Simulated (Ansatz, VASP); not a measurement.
# Two plane-wave programs on Mo

Contents of INCAR:

```
PREC     = Accurate       # precision mode
ENCUT    = 520            # plane-wave cutoff, eV
EDIFF    = 1E-7           # SCF threshold, eV
ISMEAR   = 0              # smearing method
SIGMA    = 0.15           # smearing width, eV
LREAL    = F              # projectors in reciprocal space
LASPH    = T              # aspherical terms in the spheres
NELM     = 80             # most SCF steps
ALGO     = Fast           # electronic algorithm
ISIF     = 2              # what is computed and relaxed
LWAVE    = F              # write WAVECAR
LCHARG   = T              # write CHGCAR
GGA      = PS             # functional
LELF     = T              # ELF
LVHAR    = T            
NBANDS   = 13             # bands
```

KPOINTS

```
regular mesh
0
Gamma
  22 22 22
```

The input POSCAR:

```
Mo
1.0
   -1.5710000000      1.5710000000      1.7084625000
    1.5710000000     -1.5710000000      1.7084625000
    1.5710000000      1.5710000000     -1.7084625000
Mo
1
Direct
    0.0000000000      0.0000000000      0.0000000000
```

Input for Ansatz:

```yaml
crystal:
  lattice:
    - [-1.571, 1.571, 1.7084625]
    - [1.571, -1.571, 1.7084625]
    - [1.571, 1.571, -1.7084625]
  atoms:
    - { symbol: Mo, position: [0.0, 0.0, 0.0] }
basis:
  ecutwfc: 420
kpoints:
  mp_grid: { grid: [22, 22, 22] }
hamiltonian:
  xc: pbesol
scf:
  occupations: { method: gaussian, width: 0.15 }
output:
  forces: true
  stress: true
  eigenvalues: true
```

Change from the starting cell: strain +0.0875 x Voigt [0, 0, 1, 0, 0, 0], atoms carried along.

Alike in both runs: task single point; functional PBEsol; k mesh 22 × 22 × 22; occupations gaussian, width 0.15 eV; no spin polarisation.

|  | VASP | Ansatz |
| --- | --- | --- |
| version | VASP 6.6.1 | Ansatz 0.2.0 |
| potentials or method | VASP PAW PBE potentials, release 64 (Mo_sv), cutoff 520 eV | scalar-relativistic, plane waves, PAW |
| valence electrons in the cell | 14 | 14 |

```csv
,VASP,Ansatz,Ansatz less VASP
gap on the k mesh at the Fermi level (eV),none,none,-
pressure (GPa),-20.7,-21.1,-0.35
"traceless stress, the component that is largest in VASP (GPa)",-12.75,-12.76,-0.006
```

VASP's potentials were made for PBE, not for PBEsol. A gap of «none» marks a metal or a gap that the smearing closes. With one functional, cell and mesh, what is left measures potentials, basis and numerics.
